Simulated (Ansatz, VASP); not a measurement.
Two plane-wave programs on MnS

```
Mn S
1.0
     0.00000    2.85254    2.85254
     2.85254    0.00000    2.85254
     2.85254    2.85254    0.00000
Mn S
1 1
Direct
  0.00000 0.00000 0.00000
  0.25000 0.25000 0.25000
```

Alike in both runs: task single point; functional PBE; k mesh 6 × 6 × 6; occupations gaussian, width 0.05 eV; collinear spin.

```csv
,VASP,Ansatz
version,VASP 6.6.1,Ansatz 0.2.0
potentials or method,"VASP PAW PBE potentials, release 64 (Mn_pv, S), cutoff 500 eV","scalar-relativistic, plane waves, PAW"
valence electrons in the cell,19,21
```

|  | VASP | Ansatz | Ansatz less VASP |
| --- | --- | --- | --- |
| gap on the k mesh at the Fermi level (eV) | 0.10 | 0.10 | -0.001 |
| least direct gap on the mesh (eV) | 0.70 | 0.67 | -0.028 |
| pressure (GPa) | -1.6 | -1.6 | +0.01 |
| net moment per atom (μB) | 2.50 | 2.50 | 0.000 |
| size of the moment on the site where the two differ most (μB) | 4.39 | 4.26 | -0.139 |

Site moments also hang on the region over which each program counts them. VASP's potentials hold 19 valence electrons a cell and Ansatz's 21, so a difference there can come from the potentials and not from the codes.
